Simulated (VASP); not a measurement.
Wanted: the native input for a VASP 6.6.1 run.

- Task: single point
- Functional: PBEsol
- Potentials or basis: VASP PAW PBE potentials, release 64 (Cd, Se)
- Cutoff: 520 eV
- k mesh: 6 × 6 × 4
- Occupations: gaussian, width 0.1 eV
- Spin: no spin polarisation
- Dipole correction: no
- Further INCAR settings: ALGO = Normal; EDIFF = 1e-06; NBANDS = 26

The structure of CdSe (k07) lies in POSCAR:

```
CdSe
1.0
    4.3000000000      0.0000000000      0.0000000000
   -2.1500000000      3.7239092363      0.0000000000
    0.0000000000      0.0000000000      7.0110000000
Cd Se
2 2
Direct
    0.3333333333      0.6666666667      0.0000000000
    0.6666666667      0.3333333333      0.5000000000
    0.3333333333      0.6666666667      0.3760000000
    0.6666666667      0.3333333333      0.8760000000
```

One way to write it, as run:

INCAR

```
SYSTEM = CdSe
  PREC = Accurate
  ENCUT = 520
  EDIFF = 1E-6
  ISMEAR = 0
  SIGMA = 0.1
  LREAL = .FALSE.
  LASPH = .TRUE.
  NELM = 80
  ALGO = Normal
  ISIF = 2
  LWAVE = .FALSE.
  LCHARG = .TRUE.
  GGA = PS
  LELF = .TRUE.
  LVHAR = .TRUE.
  NBANDS = 26
```

KPOINTS

```
regular mesh
0
G
  6 6 4
  0 0 0
```

Potentials or basis: VASP PAW PBE potentials, release 64 (Cd, Se).

The run is started by

```bash
$ cat potpaw_PBE.64/Cd/POTCAR potpaw_PBE.64/Se/POTCAR > POTCAR
$ mpirun -np 1 vasp_std > vasp.out
```

Results of the run:

```
Pressure               : 0.5 GPa
Largest force          : 0.005 eV/Å
Band gap on the k mesh : 0.55 eV, direct
```

Caveat: the PAW data sets were made with another functional, which shifts forces and pressure a little.

Wall time 38 s on 1 thread of AMD EPYC 9R14 (Zen 4), with other jobs on the host, peak memory 0.21 GiB.
